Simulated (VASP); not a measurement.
Wanted: the native input for a VASP 6.6.1 run.

```yaml
Task: single point
Functional: PBE
Potentials_or_basis: VASP PAW PBE potentials, release 64 (Ba_sv, Zr_sv, O_h)
Cutoff: 910 eV
k_mesh: 6 × 6 × 6
Occupations: gaussian, width 0.05 eV
Spin: no spin polarisation
Dipole_correction: no
Second_run: hard_potentials
Further_INCAR_settings: ALGO = Normal; EDIFF = 1e-06; NBANDS = 28
```

The structure of BaZrO3 lies in POSCAR:

```
BaZrO3
1.0
    4.1953966539      0.0000000000      0.0000000000
    0.0000000000      4.1953966539      0.0000000000
    0.0000000000      0.0000000000      4.1953966539
Ba Zr O
1 1 3
Direct
    0.0000000000      0.0000000000      0.0000000000
    0.5000000000      0.5000000000      0.5000000000
    0.0000000000      0.5000000000      0.5000000000
    0.5000000000      0.5000000000      0.0000000000
    0.5000000000      0.0000000000      0.5000000000
```

These files were run (other wordings do the same):

INCAR

```
SYSTEM = BaZrO3
PREC     = Accurate       ! precision mode
ENCUT    = 910            ! plane-wave cutoff, eV
EDIFF    = 1E-6           ! SCF threshold, eV
ISMEAR   = 0              ! smearing method
SIGMA    = 0.05           ! smearing width, eV
LREAL    = .False.        ! projectors in reciprocal space
LASPH    = .True.         ! aspherical terms in the spheres
NELM     = 120            ! most SCF steps
ALGO     = Normal         ! electronic algorithm
ISIF     = 2              ! what is computed and relaxed
LWAVE    = .False.        ! write WAVECAR
LCHARG   = .False.        ! write CHGCAR
GGA      = PE             ! functional
NBANDS   = 28             ! bands
GGA_COMPAT= .False.
```

KPOINTS

```
regular mesh
0
Gamma
  6 6 6
  0 0 0
```

Potentials or basis: VASP PAW PBE potentials, release 64 (Ba_sv, Zr_sv, O_h).

The run is started by

```bash
$ cat potpaw_PBE.64/Ba_sv/POTCAR potpaw_PBE.64/Zr_sv/POTCAR potpaw_PBE.64/O_h/POTCAR > POTCAR
$ mpirun -np 1 vasp_std > vasp.out
```

It gave:

| Property | Result |
| --- | --- |
| Pressure | 4.4 GPa |
| Band gap on the k mesh | 3.19 eV, indirect (least direct gap 3.41 eV) |

Caveat: the cutoff is under 1.25 times the usual one of these potentials, so pressure, stress and relaxed cells hold a basis-set (Pulay) error; spin-orbit coupling is left out, which moves the levels of the heavy elements.

Run time: 47 s on 1 thread of Intel(R) Xeon(R) Platinum 8559C (Emerald Rapids) (shared host), peak memory 0.31 GiB.
